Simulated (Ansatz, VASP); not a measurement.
# One calculation of ZrC, two programs

The input INCAR:

```
SYSTEM = ZrC
PREC = Accurate
ENCUT = 520
EDIFF = 1E-8
ISMEAR = -1
SIGMA = 0.05
LREAL = .False.
LASPH = .True.
NELM = 120
ALGO = Normal
ISIF = 2
LWAVE = .False.
LCHARG = .False.
GGA = PE
LEFG = .True.
NBANDS = 15
GGA_COMPAT = .False.
```

File KPOINTS:

```
regular mesh
0
Gamma
  9 9 9
  0 0 0
```

The input POSCAR:

```
ZrC
1.0
    0.0000000000      2.5455200000      2.5455200000
    2.5455200000      0.0000000000      2.5455200000
    2.5455200000      2.5455200000      0.0000000000
Zr C
1 1
Direct
    0.5000000000      0.5000000000      0.5000000000
    0.7500000000      0.7500000000      0.7500000000
```

input.yaml

```yaml
crystal:
  lattice:
    - [0.0, 2.54552, 2.54552]
    - [2.54552, 0.0, 2.54552]
    - [2.54552, 2.54552, 0.0]
  atoms:
    - { symbol: Zr, position: [0.5, 0.5, 0.5] }
    - { symbol: C, position: [0.75, 0.75, 0.75] }
kpoints:
  mp_grid: { grid: [9, 9, 9] }
scf:
  occupations: { method: fermi_dirac, width: 0.05 }
hamiltonian:
  xc: pbe
  pseudopotentials: { kind: all_electron, datasets: crystal }
output:
  forces: true
  stress: true
  eigenvalues: true
  efg: {}
  elf: true
  volumetric_format: npy
```

Alike in both runs: task electric field gradients; functional PBE; k mesh 9 × 9 × 9; occupations fermi-dirac, width 0.05 eV; no spin polarisation.

|  | VASP | Ansatz |
| --- | --- | --- |
| version | VASP 6.6.1 | Ansatz 0.2.0 |
| potentials or method | VASP PAW PBE potentials, release 64 (Zr_sv, C), cutoff 520 eV | all-electron PAW datasets made for the crystal |

VASP gave:

- gap on the k mesh at the Fermi level (eV): 0.55
- least direct gap on the mesh (eV): 0.55
- pressure (GPa): 0.1

Task: What did Ansatz give for the same quantities?

Result: gap on the k mesh at the Fermi level (eV): 0.55; least direct gap on the mesh (eV): 0.55; pressure (GPa): 0.0.

Ansatz ran all-electron here, and VASP with PAW potentials.
